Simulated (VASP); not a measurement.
Wanted: the native input for a VASP 6.6.1 run.

* Task: single point
* Functional: PBE
* Potentials or basis: VASP PAW PBE potentials, release 64 (Sn_d, Si)
* Cutoff: 520 eV
* k mesh: 6 × 6 × 4
* Occupations: gaussian, width 0.1 eV
* Spin: no spin polarisation
* Dipole correction: no
* Further INCAR settings: ALGO = Normal; EDIFF = 1e-07; NBANDS = 36

The structure of Si3Sn lies in POSCAR:

```
Si3Sn
1.0
    0.0000000000     -2.8477500000     -2.8477500000
    2.8477500000      5.6955000000     -2.8477500000
    5.6955000000     -2.8477500000      2.8477500000
Sn Si
2 6
Direct
    0.7500000000      0.5000000000      0.2500000000
    0.8125000000      0.6250000000      0.9375000000
    0.5000000000      0.0000000000      0.5000000000
    0.2500000000      0.5000000000      0.7500000000
    0.0000000000      0.0000000000      0.0000000000
    0.5625000000      0.1250000000      0.1875000000
    0.3125000000      0.6250000000      0.4375000000
    0.0625000000      0.1250000000      0.6875000000
```

The input as run:

INCAR

```
PREC     = Accurate       # precision mode
ENCUT    = 520            # plane-wave cutoff, eV
EDIFF    = 1E-7           # SCF threshold, eV
ISMEAR   = 0              # smearing method
SIGMA    = 0.1            # smearing width, eV
LREAL    = F              # projectors in reciprocal space
LASPH    = T              # aspherical terms in the spheres
NELM     = 100            # most SCF steps
ALGO     = Normal         # electronic algorithm
ISIF     = 2              # what is computed and relaxed
LWAVE    = F              # write WAVECAR
LCHARG   = F              # write CHGCAR
GGA      = PE             # functional
NBANDS   = 36             # bands
```

KPOINTS

```
regular mesh
0
Gamma
  6 6 4
```

Potentials or basis: VASP PAW PBE potentials, release 64 (Sn_d, Si).

Command:

```bash
$ cat potpaw_PBE.64/Sn_d/POTCAR potpaw_PBE.64/Si/POTCAR > POTCAR
$ mpirun -np 1 vasp_std > vasp.out
```

It gave:

```
Pressure               : 4.4 GPa
Largest force          : 2.790 eV/Å
Band gap on the k mesh : 0.56 eV (least direct gap 0.82 eV)
```

Caveat: the cell stands under pressure; spin-orbit coupling is left out, which moves the levels of the heavy elements; forces of over 1 eV/Å act on the atoms, so gaps and moduli don't describe the material at rest.

It took 2.8 min on 1 thread of Intel(R) Xeon(R) 6975P-C (Granite Rapids), on a shared host, peak memory 0.42 GiB.
